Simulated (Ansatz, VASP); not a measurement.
## One calculation of TePb, two programs

File INCAR:

```
SYSTEM = TePb
PREC = Accurate
ENCUT = 600
EDIFF = 1E-6
ISMEAR = -1
SIGMA = 0.05
LREAL = .FALSE.
LASPH = .TRUE.
NELM = 60
ALGO = Normal
ISIF = 3
LWAVE = .FALSE.
LCHARG = .FALSE.
GGA = RE
IVDW = 12
IBRION = 2
NSW = 80
EDIFFG = -0.02
```

File KPOINTS:

```
regular mesh
0
G
  7 7 7
  0 0 0
```

The input POSCAR:

```
TePb
1.0
    0.0000000000      3.2310000000      3.2310000000
    3.2310000000      0.0000000000      3.2310000000
    3.2310000000      3.2310000000      0.0000000000
Pb Te
1 1
Direct
    0.0000000000      0.0000000000      0.0000000000
    0.5000000000      0.5000000000      0.5000000000
```

input.yaml

```yaml
crystal:
  lattice:
    - [0.0, 3.231, 3.231]
    - [3.231, 0.0, 3.231]
    - [3.231, 3.231, 0.0]
  atoms:
    - { symbol: Pb, position: [0.0, 0.0, 0.0] }
    - { symbol: Te, position: [0.5, 0.5, 0.5] }
kpoints:
  mp_grid: { grid: [7, 7, 7] }
scf:
  occupations: { method: fermi_dirac, width: 0.05 }
hamiltonian:
  xc: revpbe
  dispersion: d3bj
  pseudopotentials: { kind: all_electron, lapw: { basis_error: 0.001 } }
output:
  forces: true
  stress: true
relax:
  f_tol: 0.02
  max_steps: 60
  cell: {}
```

Alike in both runs: task relaxation of cell and atoms; functional revPBE; dispersion D3(BJ); k mesh 7 × 7 × 7; occupations fermi-dirac, width 0.05 eV; no spin polarisation.

|  | VASP | Ansatz |
| --- | --- | --- |
| version | VASP 6.6.1 | Ansatz 0.2.0 |
| potentials or method | VASP PAW PBE potentials, release 64 (Pb_d, Te), cutoff 600 eV | all-electron LAPW, scalar-relativistic |

|  | VASP | Ansatz | Ansatz less VASP |
| --- | --- | --- | --- |
| relaxed volume (Å³/atom) | 33.36 | 33.38 | +0.020 |
| relaxed cell length with the largest relative difference (Å) | 4.553 | 4.554 | +0.0009 |

VASP's potentials were made for PBE, not for revPBE. Ansatz ran all-electron here, and VASP with PAW potentials.

Neither program's run includes spin-orbit coupling.
